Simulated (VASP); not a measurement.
# Si (I4/mmm) in VASP: further runs

The runs below take Si through single point, with PBE+D3(BJ).

All numbers are computed with VASP 6.6.1; they aren't measurements. Logs are shortened: lines on timing, memory, paths and dates and some standing lists are left out, and cuts for length are marked.

## 1. The cell of the first run

Symmetry: I4/mmm, No. 139, tetragonal system. The conventional cell has a = 2.395 Å, b = 2.395 Å, c = 4.789 Å, α = 90.00°, β = 90.00°, γ = 90.00°. Si (site symmetry 4/mmm) has 12 Si at 2.39 to 2.93 Å within 3.2 Å.

## 2. Single point, PBE+D3(BJ)

Input file INCAR:

```
SYSTEM = Si
ALGO     = Normal         ! electronic algorithm
EDIFF    = 1E-7           ! SCF threshold, eV
ENCUT    = 520            ! plane-wave cutoff, eV
GGA      = PE             ! functional
ISIF     = 2              ! what is computed and relaxed
ISMEAR   = 0              ! smearing method
IVDW     = 12             ! dispersion correction
LASPH    = .True.         ! aspherical terms in the spheres
LCHARG   = .True.         ! write CHGCAR
LELF     = .True.         ! ELF
LREAL    = .False.        ! projectors in reciprocal space
LVHAR    = .True.       
LWAVE    = .False.        ! write WAVECAR
NBANDS   = 8              ! bands
NELM     = 60             ! most SCF steps
PREC     = Accurate       ! precision mode
SIGMA    = 0.15           ! smearing width, eV
```

Input file KPOINTS:

```
k-points
0
Gamma
  30 30 30
  0 0 0
```

Input file POSCAR:

```
Si
1.0
    0.0000000000      1.6932564649      2.3942646413
    1.6932564649      0.0000000000      2.3942646413
    1.6932564649      1.6932564649      0.0000000000
Si
1
Direct
    0.0000000000      0.0000000000      0.0000000000
```

Potentials or basis: VASP PAW PBE potentials, release 64 (Si).

Started as:

```console
$ cat potpaw_PBE.64/Si/POTCAR > POTCAR
$ mpirun -np 1 vasp_std > vasp.out
```

OUTCAR:

```text
SYSTEM = Si
   EDIFF = 1E-7
   ENCUT = 520
   GGA = PE
   ISIF = 2
   ISMEAR = 0
   IVDW = 12
   LASPH = .True.
   LREAL = .False.
   NELM = 60
   PREC = Accurate
 IVDW          = 12

 ion  position               nearest neighbor table
   1  0.000  0.000  0.000-

  LATTYP: Found a body centered tetragonal cell.
 ALAT       =     2.3946262572
 C/A-ratio  =     1.9996979771

  Lattice vectors:

 A1 = (  -1.6932564649,   0.0000000000,   2.3942646413)
 A2 = (   1.6932564649,   0.0000000000,   2.3942646413)
 A3 = (   0.0000000000,   1.6932564649,  -2.3942646413)

Analysis of symmetry for initial positions (statically):
=====================================================================
 Subroutine PRICEL returns:
 Original cell was already a primitive cell.

 Routine SETGRP: Setting up the symmetry group for a
 body centered tetragonal supercell.

 Subroutine GETGRP returns: Found 16 space group operations
 (whereof 16 operations were pure point group operations)
 out of a pool of 16 trial point group operations.

The static configuration has the point symmetry D_4h.

Analysis of symmetry for dynamics (positions and initial velocities):
=====================================================================
 Subroutine PRICEL returns:
 Original cell was already a primitive cell.

 Routine SETGRP: Setting up the symmetry group for a
 body centered tetragonal supercell.

 Subroutine GETGRP returns: Found 16 space group operations
 (whereof 16 operations were pure point group operations)
 out of a pool of 16 trial point group operations.

The dynamic configuration has the point symmetry D_4h.

 Subroutine INISYM returns: Found 16 space group operations
 (whereof 16 operations are pure point group operations),
 and found     1 'primitive' translations

----------------------------------------------------------------------------------------

                                     Primitive cell

  volume of cell :      13.7293

  direct lattice vectors                    reciprocal lattice vectors
     0.000000000  1.693256465  2.394264641    -0.295288995  0.295288995  0.208832387
     1.693256465  0.000000000  2.394264641     0.295288995 -0.295288995  0.208832387
     1.693256465  1.693256465  0.000000000     0.295288995  0.295288995 -0.208832387

  length of vectors
     2.932510977  2.932510977  2.394626257     0.466907000  0.466907000  0.466907000

  position of ions in fractional coordinates (direct lattice)
     0.000000000  0.000000000  0.000000000

  ion indices of the primitive-cell ions
   primitive index   ion index
                 1           1

----------------------------------------------------------------------------------------

 KPOINTS: k-points

Automatic generation of k-mesh.
 Grid dimensions read from file:
 generate k-points for:   30   30   30

 Generating k-lattice:

  Cartesian coordinates                     Fractional coordinates (reciprocal lattice)
    -0.009842967  0.009842967  0.006961080     0.033333333  0.000000000  0.000000000
     0.009842967 -0.009842967  0.006961080     0.000000000  0.033333333  0.000000000
     0.009842967  0.009842967 -0.006961080    -0.000000000 -0.000000000  0.033333333

  Length of vectors
     0.015563567  0.015563567  0.015563567

  Shift w.r.t. Gamma in fractional coordinates (k-lattice)
     0.000000000  0.000000000  0.000000000

 Subroutine IBZKPT returns following result:
 ===========================================

 Found   1992 irreducible k-points:

 Following reciprocal coordinates:
            Coordinates               Weight
  0.000000  0.000000  0.000000      1.000000
  0.033333  0.000000  0.000000      8.000000
  0.066667  0.000000  0.000000      8.000000
  0.100000 -0.000000  0.000000      8.000000
  0.133333 -0.000000  0.000000      8.000000
  0.166667 -0.000000  0.000000      8.000000
[... 16 lines left out ...]
  0.233333  0.033333  0.000000      8.000000
  0.266667  0.033333  0.000000      8.000000
 [... further k-points ...]
   k-points           NKPTS =   1992   k-points in BZ     NKDIM =   1992   number of bands    NBANDS=      8
   number of dos      NEDOS =    301   number of ions     NIONS =      1
   total plane-waves  NPLWV =  10368
   dimension x,y,z NGX =    24 NGY =   24 NGZ =   18
   dimension x,y,z NGXF=    48 NGYF=   48 NGZF=   36
   ions per type =               1
   NGX,Y,Z   is equivalent  to a cutoff of  13.61, 13.61, 12.50 a.u.
   NGXF,Y,Z  is equivalent  to a cutoff of  27.21, 27.21, 24.99 a.u.
 SYSTEM =  Si
   PREC   = accura    normal or accurate (medium, high low for compatibility)
   ISTART =      0    job   : 0-new  1-cont  2-samecut
   ICHARG =      2    charge: 1-file 2-atom 10-const
   ISPIN  =      1    spin polarized calculation?
   LNONCOLLINEAR =      F non collinear calculations
   LSORBIT =      F    spin-orbit coupling
   LASPH  =      T    aspherical Exc in radial PAW
   ENCUT  =  520.0 eV  38.22 Ry    6.18 a.u.   5.45  5.45  4.45*2*pi/ulx,y,z
   NELM   =     60;   NELMIN=  2; NELMDL= -5     # of ELM steps
   EDIFF  = 0.1E-06   stopping-criterion for ELM
   LREAL  =      F    real-space projection
   EDIFFG = 0.1E-05   stopping-criterion for IOM
   NSW    =      0    number of steps for IOM
   IBRION =     -1    ionic relax: 0-MD 1-quasi-New 2-CG
   NFREE  =      0    steps in history (QN), initial steepest desc. (CG)
   ISIF   =      2    stress and relaxation
   ISYM   =      2    0-nonsym 1-usesym 2-fastsym
   POTIM  = 0.5000    time-step for ionic-motion
   TEBEG  =    0.0;   TEEND  =   0.0 temperature during run
   PSTRESS=    0.0 pullay stress
   NELECT =       4.0000    total number of electrons
   NUPDOWN=      -1.0000    fix difference up-down
   EMIN   =  10.00;   EMAX   =-10.00  energy-range for DOS
   EFERMI =   0.00;   METHOD = LEGACY
   ISMEAR =     0;   SIGMA  =   0.15  broadening in eV -4-tet -1-fermi 0-gaus
   EFERMI_NEDOS =   21; number of points for ismear=-14 and -15
   IALGO  =     38    algorithm
   IMIX   =      4    mixing-type and parameters
     AMIX     =   0.40;   BMIX     =  1.00
     AMIX_MAG =   1.60;   BMIX_MAG =  1.00
  volume/ion in A,a.u.               =      13.73        92.65
  Fermi-wavevector in a.u.,A,eV,Ry     =   1.085290  2.050900 16.025668  1.177853
  Thomas-Fermi vector in A             =   2.221400
   LORBIT       =      0    0 simple, 1 ext, 2 COOP (PROOUT), +10 PAW based schemes
   GGA     = PE    functional components
   LHFCALC =     F    Hartree Fock is set to
   AEXX    =    0.0000 exact exchange contribution
   IVDW    =    12    specifies the selected vdW correction
   LEPSILON=     F    determine dielectric tensor
   LRPA    =     F    only Hartree local field effects (RPA)
 non-spin polarized calculation
 Gauss-broadening in eV      SIGMA  =   0.15
  energy-cutoff  :      520.00
  volume of cell :       13.73
 maximum number of plane-waves:       390
 NGX is ok and might be reduce to    24

 number of electron       4.0000000 magnetization

 Free energy of the ion-electron system (eV)
  ---------------------------------------------------
  ext. energy  EPLUGINS =         0.00000000
  ---------------------------------------------------
  free energy    TOTEN  =        -4.83194140 eV

  energy without entropy =       -4.82738176  energy(sigma->0) =       -4.82966158

 E-fermi :  10.7325     XC(G=0): -11.3659

 val. band max:       10.7307826426   @ k =   0.5000   0.1333   0.3667
 cond. band min:      10.7374740890   @ k =  -0.4333   0.3333   0.1333
 fundamental gap:      0.0066914464
 Fermi energy:        10.7324600885

 k-point     1 :       0.0000    0.0000    0.0000
  band No.  band energies     occupation
      1      -4.1255      2.00000
      2      18.5055      0.00000
      3      20.3274      0.00000
      4      21.0207      0.00000
      5      23.4677      0.00000
      6      23.4677      0.00000
      7      26.2570      0.00000
      8      26.2570      0.00000

 k-point     2 :       0.0333    0.0000    0.0000
  band No.  band energies     occupation
      1      -4.0904      2.00000
      2      18.3051      0.00000
      3      20.4790      0.00000
      4      20.6903      0.00000
      5      23.4498      0.00000
      6      23.7669      0.00000
      7      25.7751      0.00000
      8      26.3329      0.00000

 k-point     3 :       0.0667    0.0000    0.0000
  band No.  band energies     occupation
      1      -3.9851      2.00000
      2      17.8720      0.00000
      3      19.7180      0.00000
      4      21.0133      0.00000
      5      23.4045      0.00000
      6      24.2696      0.00000
      7      24.9619      0.00000
      8      26.5516      0.00000

 k-point     4 :       0.1000   -0.0000    0.0000
  band No.  band energies     occupation
      1      -3.8098      2.00000
      2      17.3835      0.00000
      3      18.6102      0.00000
      4      21.4103      0.00000
      5      23.3513      0.00000
      6      23.8173      0.00000
      7      25.2790      0.00000
      8      26.8929      0.00000

 k-point     5 :       0.1333   -0.0000    0.0000
  band No.  band energies     occupation
      1      -3.5647      2.00000
      2      16.9050      0.00000
      3      17.3705      0.00000
      4      21.3996      0.00000
      5      23.3099      0.00000
      6      23.4864      0.00000
      7      26.0044      0.00000
      8      27.3349      0.00000
[... 177 lines left out ...]
 k-point    22 :       0.2000    0.0333    0.0000
  band No.  band energies     occupation
      1      -3.0839      2.00000
      2      15.2510      0.00000
      3      15.6037      0.00000
      4      21.2961      0.00000
      5      22.8537      0.00000
      6      24.5620      0.00000
      7      27.0031      0.00000
      8      28.5481      0.00000

 k-point    23 :       0.2333    0.0333    0.0000
  band No.  band energies     occupation
      1      -2.6728      2.00000
      2      14.2111      0.00000
      3      14.8784      0.00000
      4      20.7062      0.00000
      5      22.8768      0.00000
      6      24.7652      0.00000
      7      28.0226      0.00000
      8      29.1635      0.00000

 k-point    24 :       0.2667    0.0333    0.0000
  band No.  band energies     occupation
      1      -2.1932      2.00000
      2      12.8305      0.00000
      3      14.5576      0.00000
      4      20.1084      0.00000
      5      22.9508      0.00000
      6      25.0095      0.00000
      7      29.0924      0.00000
      8      29.7892      0.00000

 [... further k-points ...]

------------------------ aborting loop because EDIFF is reached ----------------------------------------

 Edisp (eV)   -0.45291

 E8    (eV) :    -0.1853

  FORCE on cell =-STRESS in cart. coord.  units (eV):
  Direction    XX          YY          ZZ          XY          YZ          ZX
  --------------------------------------------------------------------------------------
  -------------------------------------------------------------------------------------
  Total       1.02249     1.02249    -0.04463     0.00000     0.00000    -0.00000
  in kB     119.32292   119.32292    -5.20773     0.00000     0.00000    -0.00000
  external pressure =       77.81 kB  Pullay stress =        0.00 kB

 VOLUME and BASIS-vectors are now :
 -----------------------------------------------------------------------------
  energy-cutoff  :      520.00
  volume of cell :       13.73
      direct lattice vectors                 reciprocal lattice vectors
     0.000000000  1.693256465  2.394264641    -0.295288995  0.295288995  0.208832387
     1.693256465  0.000000000  2.394264641     0.295288995 -0.295288995  0.208832387
     1.693256465  1.693256465  0.000000000     0.295288995  0.295288995 -0.208832387

 POSITION                                       TOTAL-FORCE (eV/Angst)
 -----------------------------------------------------------------------------------
      0.00000      0.00000      0.00000         0.000000      0.000000      0.000000
 -----------------------------------------------------------------------------------
    total drift:                                0.000000      0.000000     -0.000000

  FREE ENERGIE OF THE ION-ELECTRON SYSTEM (eV)
  ---------------------------------------------------
  free  energy   TOTEN  =        -5.2848524165 eV

  energy  without entropy=       -5.2802927762  energy(sigma->0) =       -5.28257260
```

Wall time 3.5 min (1 thread of Intel Xeon 8259CL, shared host); peak memory 0.3 GiB.

Results:

| Quantity | Value |
| --- | --- |
| Free energy | -5.2849 eV |
| Pressure | 7.8 GPa |
| Band gap on the k mesh | zero (bands 2 and 3 overlap by 12.19 eV) |
| Dispersion energy per atom | -0.453 eV |

Stress tensor (GPa, compression positive):
```
11.93  0.00  0.00
 0.00 11.93  0.00
 0.00  0.00 -0.52
```

Caveat: the stress differs along the axes, from -1 to 12 GPa.

## 3. Single point, PBE+D3(BJ)

This run uses another cell than the first one, of the same volume but with other edges.

Input file INCAR:

```
ALGO = Normal
EDIFF = 1E-7
ENCUT = 520
GGA = PE
ISIF = 2
ISMEAR = 0
IVDW = 12
LASPH = T
LCHARG = F
LREAL = F
LWAVE = F
NBANDS = 8
NELM = 60
PREC = Accurate
SIGMA = 0.15
```

Input file KPOINTS:

```
k-points
0
Gamma
  30 30 30
```

Input file POSCAR:

```
Si
1.0
    0.0000000000      2.0063170799      1.7053695179
    2.0063170799      0.0000000000      1.7053695179
    2.0063170799      2.0063170799      0.0000000000
Si
1
Direct
    0.0000000000      0.0000000000      0.0000000000
```

Potentials or basis: VASP PAW PBE potentials, release 64 (Si).

Started as:

```console
$ cat potpaw_PBE.64/Si/POTCAR > POTCAR
$ mpirun -np 1 vasp_std > vasp.out
```

Run time: 3.6 min. Hardware: 1 thread of Intel Xeon 8259CL, shared host; peak memory 0.3 GiB.

It converged, with:

```yaml
Free_energy: -5.3418 eV
Pressure: 0.1 GPa
Band_gap_on_the_k_mesh: zero (bands 2 and 3 overlap by 15.52 eV)
Dispersion_energy_per_atom: -0.452 eV
```

Stress tensor (GPa, compression positive):
```
 0.62  0.00  0.00
 0.00  0.62  0.00
 0.00  0.00 -0.96
```

Levels at points of the mesh, in eV from the Fermi level:
```csv
k point,band 1,band 2,band 3,band 4,band 5
"(0.00, 0.00, 0.00)",-14.95,11.62,11.84,11.84,12.03
"(0.50, 0.00, 0.00)",-7.65,-7.24,7.21,9.16,9.73
"(0.50, 0.50, 0.00)",-3.71,-1.73,1.32,1.32,3.12
"(0.50, 0.00, 0.50)",-6.35,-5.82,4.01,5.32,5.45
```

## 4. Single point, PBE+D3(BJ)

This run uses another cell than the first one, of the same volume but with other edges.

Input file INCAR:

```
SYSTEM = Si
PREC     = Accurate       ! precision mode
ENCUT    = 520            ! plane-wave cutoff, eV
EDIFF    = 1E-6           ! SCF threshold, eV
ISMEAR   = 0              ! smearing method
SIGMA    = 0.15           ! smearing width, eV
LREAL    = .False.        ! projectors in reciprocal space
LASPH    = .True.         ! aspherical terms in the spheres
NELM     = 80             ! most SCF steps
ALGO     = Normal         ! electronic algorithm
ISIF     = 2              ! what is computed and relaxed
LWAVE    = .False.        ! write WAVECAR
LCHARG   = .False.        ! write CHGCAR
GGA      = PE             ! functional
IVDW     = 12             ! dispersion correction
NBANDS   = 8              ! bands
```

Input file KPOINTS:

```
Automatic mesh
0
Gamma
  30 30 30
  0 0 0
```

Input file POSCAR:

```
Si
1.0
    0.0000000000      1.7884582110      2.1461498532
    1.7884582110      0.0000000000      2.1461498532
    1.7884582110      1.7884582110      0.0000000000
Si
1
Direct
    0.0000000000      0.0000000000      0.0000000000
```

Started as:

```console
$ cat potpaw_PBE.64/Si/POTCAR > POTCAR
$ mpirun -np 1 vasp_std > vasp.out
```

Wall time 2.6 min (1 thread of Intel Xeon 8259CL, shared host); peak memory 0.3 GiB.

Results (log left out):

```yaml
Free_energy: -5.3347 eV
Pressure: 1.1 GPa
Band_gap_on_the_k_mesh: zero (bands 2 and 3 overlap by 15.46 eV)
Dispersion_energy_per_atom: -0.452 eV
```

Stress tensor (GPa, compression positive):
```
1.17 0.00 0.00
0.00 1.17 0.00
0.00 0.00 1.08
```

Levels at points of the mesh, in eV from the Fermi level:
```
           k point  band 1  band 2  band 3  band 4  band 5
(0.00, 0.00, 0.00)  -14.95   10.83   11.15   11.95   11.95
(0.50, 0.00, 0.00)   -7.63   -7.24    6.11    8.08   11.66
(0.50, 0.50, 0.00)   -7.36   -7.03    5.78    5.94    5.94
(0.50, 0.00, 0.50)   -4.67   -2.97    1.54    3.43    4.03
```

## 5. Summary

```tsv
cell	gap on the mesh (eV)	pressure (GPa)
a = 2.933, b = 2.933, c = 2.395 Å, angles 65.9, 65.9, 48.2°, 1 atom	none	7.8
a = 2.633, b = 2.633, c = 2.837 Å, angles 57.4, 57.4, 65.2°, 1 atom	none	0.1
a = 2.794, b = 2.794, c = 2.529 Å, angles 63.1, 63.1, 53.8°, 1 atom	none	1.1
```

Alike in all rows: task single point; level PBE+D3(BJ); potentials or basis VASP PAW PBE potentials, release 64 (Si); no spin polarisation; k mesh 30 × 30 × 30; cutoff (eV) 520; smearing gaussian 0.15 eV.

Caveats: the stress differs along the axes, from -1 to 12 GPa (at least some runs).

Absolute energies hang on the potentials; compare differences alone.
